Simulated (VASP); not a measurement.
# InSe (P6_3/mmc) in VASP: single point with PBE

Aim: the single point of InSe with PBE.

Everything below comes from runs of VASP 6.6.1. Logs are shortened: lines on timing, memory, paths and dates and some standing lists are left out, and cuts for length are marked.

## Step 1: The cell of the first run

The structure is hexagonal, space group P6_3/mmc (No. 194). Conventional cell: a = 4.050 Å, b = 4.050 Å, c = 17.269 Å, α = 90.00°, β = 90.00°, γ = 120.00°. Within 3.5 Å of In (site symmetry 3m) lie 3 Se at 2.67 Å and 1 In at 2.81 Å. Within 3.5 Å of Se (site symmetry 3m) lie 3 In at 2.67 Å.

## Step 2: Single point, PBE (z stretched by +2 %, then relaxed in part)

Contents of INCAR:

```
  PREC = Accurate
  ENCUT = 520
  EDIFF = 1E-6
  ISMEAR = -1
  SIGMA = 0.05
  LREAL = F
  LASPH = T
  NELM = 60
  ALGO = Normal
  ISIF = 2
  LWAVE = F
  LCHARG = F
  GGA = PE
  NBANDS = 48
```

Contents of KPOINTS:

```
regular mesh
0
Gamma
  13 13 3
```

Contents of POSCAR:

```
InSe
1.0
    4.0499987506      0.0000000000      0.0000000000
   -2.0249993753      3.5074018033      0.0000000000
    0.0000000000      0.0000000000     17.2686000000
In Se
4 4
Direct
    0.3333333333      0.6666666667      0.1686496085
    0.6666666667      0.3333333333      0.6686496085
    0.3333333333      0.6666666667      0.3313503915
    0.6666666667      0.3333333333      0.8313503915
    0.3333333333      0.6666666667      0.5942680843
    0.6666666667      0.3333333333      0.0942680843
    0.3333333333      0.6666666667      0.9057319157
    0.6666666667      0.3333333333      0.4057319157
```

Potentials or basis: VASP PAW PBE potentials, release 64 (In_d, Se).

Command:

```sh
$ cat potpaw_PBE.64/In_d/POTCAR potpaw_PBE.64/Se/POTCAR > POTCAR
$ mpirun -np 1 vasp_std > vasp.out
```

OUTCAR:

```text
PREC = Accurate
   ENCUT = 520
   EDIFF = 1E-6
   ISMEAR = -1
   LREAL = F
   LASPH = T
   NELM = 60
   ISIF = 2
   GGA = PE

 ion  position               nearest neighbor table
   1  0.333  0.667  0.169-   6 2.67   6 2.67   6 2.67   3 2.81
   2  0.667  0.333  0.669-   5 2.67   5 2.67   5 2.67   4 2.81
   3  0.333  0.667  0.331-   8 2.67   8 2.67   8 2.67   1 2.81
   4  0.667  0.333  0.831-   7 2.67   7 2.67   7 2.67   2 2.81
   5  0.333  0.667  0.594-   2 2.67   2 2.67   2 2.67
   6  0.667  0.333  0.094-   1 2.67   1 2.67   1 2.67
   7  0.333  0.667  0.906-   4 2.67   4 2.67   4 2.67
   8  0.667  0.333  0.406-   3 2.67   3 2.67   3 2.67

  LATTYP: Found a hexagonal cell.
 ALAT       =     4.0499987506
 C/A-ratio  =     4.2638531672

  Lattice vectors:

 A1 = (   4.0499987506,   0.0000000000,   0.0000000000)
 A2 = (  -2.0249993753,   3.5074018033,   0.0000000000)
 A3 = (   0.0000000000,   0.0000000000,  17.2686000000)

Analysis of symmetry for initial positions (statically):
=====================================================================
 Subroutine PRICEL returns:
 Original cell was already a primitive cell.

 Routine SETGRP: Setting up the symmetry group for a
 hexagonal supercell.

 Subroutine GETGRP returns: Found 24 space group operations
 (whereof 12 operations were pure point group operations)
 out of a pool of 24 trial point group operations.

The static configuration has the point symmetry D_3d.
 The point group associated with its full space group is D_6h.

Analysis of symmetry for dynamics (positions and initial velocities):
=====================================================================
 Subroutine PRICEL returns:
 Original cell was already a primitive cell.

 Routine SETGRP: Setting up the symmetry group for a
 hexagonal supercell.

 Subroutine GETGRP returns: Found 24 space group operations
 (whereof 12 operations were pure point group operations)
 out of a pool of 24 trial point group operations.

The dynamic configuration has the point symmetry D_3d.
 The point group associated with its full space group is D_6h.

 Subroutine INISYM returns: Found 24 space group operations
 (whereof 12 operations are pure point group operations),
 and found     1 'primitive' translations

----------------------------------------------------------------------------------------

                                     Primitive cell

[... 106 lines left out ...]
   IBRION =     -1    ionic relax: 0-MD 1-quasi-New 2-CG
   NFREE  =      0    steps in history (QN), initial steepest desc. (CG)
   ISIF   =      2    stress and relaxation
   ISYM   =      2    0-nonsym 1-usesym 2-fastsym
   POTIM  = 0.5000    time-step for ionic-motion
   TEBEG  =    0.0;   TEEND  =   0.0 temperature during run
   PSTRESS=    0.0 pullay stress
   NELECT =      76.0000    total number of electrons
   NUPDOWN=      -1.0000    fix difference up-down
   EMIN   =  10.00;   EMAX   =-10.00  energy-range for DOS
   EFERMI =   0.00;   METHOD = LEGACY
   ISMEAR =    -1;   SIGMA  =   0.05  broadening in eV -4-tet -1-fermi 0-gaus
   EFERMI_NEDOS =   21; number of points for ismear=-14 and -15
   IALGO  =     38    algorithm
   IMIX   =      4    mixing-type and parameters
     AMIX     =   0.40;   BMIX     =  1.00
     AMIX_MAG =   1.60;   BMIX_MAG =  1.00
  volume/ion in A,a.u.               =      30.66       206.92
  Fermi-wavevector in a.u.,A,eV,Ry     =   1.107763  2.093368 16.696237  1.227139
  Thomas-Fermi vector in A             =   2.244281
   LORBIT       =      0    0 simple, 1 ext, 2 COOP (PROOUT), +10 PAW based schemes
   GGA     = PE    functional components
   LHFCALC =     F    Hartree Fock is set to
   AEXX    =    0.0000 exact exchange contribution
   IVDW    =     0    specifies the selected vdW correction
   LEPSILON=     F    determine dielectric tensor
   LRPA    =     F    only Hartree local field effects (RPA)
 non-spin polarized calculation
  energy-cutoff  :      520.00
  volume of cell :      245.30
 maximum number of plane-waves:      6651
 NGX is ok and might be reduce to    30
   NGX = 15   NGY = 15   NGZ = 65

 number of electron      76.0000014 magnetization

 Free energy of the ion-electron system (eV)
  ---------------------------------------------------
  ext. energy  EPLUGINS =         0.00000000
  ---------------------------------------------------
  free energy    TOTEN  =       -28.40049909 eV

  energy without entropy =      -28.40044371  energy(sigma->0) =      -28.40047140

 E-fermi :   3.8272     XC(G=0):  -8.6709

 val. band max:        3.5620121570   @ k =   0.0000   0.0000   0.0000
 cond. band min:       4.0139435724   @ k =   0.0000   0.0000   0.0000
 fundamental gap:      0.4519314154
 Fermi energy:         3.8271721896

 k-point     1 :       0.0000    0.0000    0.0000
  band No.  band energies     occupation
      1     -11.1018      2.00000
      2     -11.1015      2.00000
      3     -10.9251      2.00000
      4     -10.9251      2.00000
      5     -10.9248      2.00000
      6     -10.9248      2.00000
[... 1213 lines left out ...]
     47       8.2553      0.00000
     48       8.4553      0.00000

 [... further k-points ...]

------------------------ aborting loop because EDIFF is reached ----------------------------------------

  FORCE on cell =-STRESS in cart. coord.  units (eV):
  Direction    XX          YY          ZZ          XY          YZ          ZX
  --------------------------------------------------------------------------------------
  -------------------------------------------------------------------------------------
  Total        1.6160669      1.6160669      1.3559599      0.0000000     -0.0000000      0.0000000
  in kB       10.5553439     10.5553439      8.8564542      0.0000000     -0.0000000      0.0000000
  external PRESSURE =       9.9890474 kB  Pullay stress =       0.0000000 kB

 VOLUME and BASIS-vectors are now :
 -----------------------------------------------------------------------------
  energy-cutoff  :      520.00
  volume of cell :      245.30
      direct lattice vectors                 reciprocal lattice vectors
     4.049998751  0.000000000  0.000000000     0.246913656  0.142555666  0.000000000
    -2.024999375  3.507401803  0.000000000     0.000000000  0.285111332  0.000000000
     0.000000000  0.000000000 17.268600000     0.000000000  0.000000000  0.057908574

 POSITION                                       TOTAL-FORCE (eV/Angst)
 -----------------------------------------------------------------------------------
     -0.00000      2.33827      2.91234        -0.000000     -0.000000      0.012586
      2.02500      1.16913     11.54664         0.000000      0.000000      0.012586
     -0.00000      2.33827      5.72196        -0.000000     -0.000000     -0.012586
      2.02500      1.16913     14.35626        -0.000000      0.000000     -0.012586
     -0.00000      2.33827     10.26218        -0.000000     -0.000000     -0.014528
      2.02500      1.16913      1.62788         0.000000     -0.000000     -0.014528
     -0.00000      2.33827     15.64072        -0.000000      0.000000      0.014528
      2.02500      1.16913      7.00642         0.000000      0.000000      0.014528
 -----------------------------------------------------------------------------------
    total drift:                               -0.000000      0.000000      0.000000

  FREE ENERGIE OF THE ION-ELECTRON SYSTEM (eV)
  ---------------------------------------------------
  free  energy   TOTEN  =       -28.4004990923 eV

  energy  without entropy=      -28.4004437119  energy(sigma->0) =      -28.40047140
```

Run time: 8 min. Hardware: 1 thread of Intel Xeon Platinum 8488C (Sapphire Rapids), shared host; peak memory 0.55 GiB.

What came out:

| Item | Value |
| --- | --- |
| Free energy | -28.4005 eV |
| Pressure | 1.0 GPa |
| Largest force | 0.015 eV/Å |
| Band gap on the k mesh | 0.45 eV |

Forces in eV/Å, atoms in the order of the input:
```
In   0.000  0.000  0.013
In   0.000  0.000  0.013
In   0.000  0.000 -0.013
In   0.000  0.000 -0.013
Se   0.000  0.000 -0.015
Se   0.000  0.000 -0.015
Se   0.000  0.000  0.015
Se   0.000  0.000  0.015
```

Stress tensor (GPa, compression positive):
```
1.06 0.00 0.00
0.00 1.06 0.00
0.00 0.00 0.89
```

Caveat: the cell differs from its parent crystal (z stretched by +2 %, then relaxed in part); spin-orbit coupling is left out, which moves the levels of the heavy elements; this functional lacks dispersion, which binds layers or chains, so the pressure and a relaxed spacing across them are unreliable.
